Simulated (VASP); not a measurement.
Write the native input for VASP 6.6.1 that does the following.

- Task: single point
- Functional: PBE
- Potentials or basis: VASP PAW PBE potentials, release 64 (As)
- Cutoff: 520 eV
- k mesh: 17 × 17 × 9
- Occupations: fermi-dirac, width 0.05 eV
- Spin: no spin polarisation
- Dipole correction: no
- Further INCAR settings: ALGO = Normal; EDIFF = 1e-06; NBANDS = 12

The structure of As lies in POSCAR:

```
As
1.0
    2.5641950219      0.0000000000      0.0000000000
   -1.2820975110      2.2206580293      0.0000000000
    0.0000000000      0.0000000000      4.0702959788
As
2
Direct
    0.3333333333      0.6666666667      0.2500000000
    0.6666666667      0.3333333333      0.7500000000
```

The input as run:

INCAR

```
SYSTEM = As
PREC = Accurate
ENCUT = 520
EDIFF = 1E-6
ISMEAR = -1
SIGMA = 0.05
LREAL = .False.
LASPH = .True.
NELM = 80
ALGO = Normal
ISIF = 2
LWAVE = .False.
LCHARG = .False.
GGA = PE
NBANDS = 12
```

KPOINTS

```
regular mesh
0
Gamma
  17 17 9
  0 0 0
```

Potentials or basis: VASP PAW PBE potentials, release 64 (As).

The run is started by

```console
$ cat potpaw_PBE.64/As/POTCAR > POTCAR
$ mpirun -np 1 vasp_std > vasp.out
```

Results of the run:

| Item | Value |
| --- | --- |
| Pressure | 123.1 GPa |
| Band gap on the k mesh | zero (band 5 reaches 21.63 eV, above the bottom of band 6 at 7.74 eV) |

Wall time 13 s on 1 thread of Intel(R) Xeon(R) Platinum 8559C (Emerald Rapids) (shared host), peak memory 0.16 GiB.
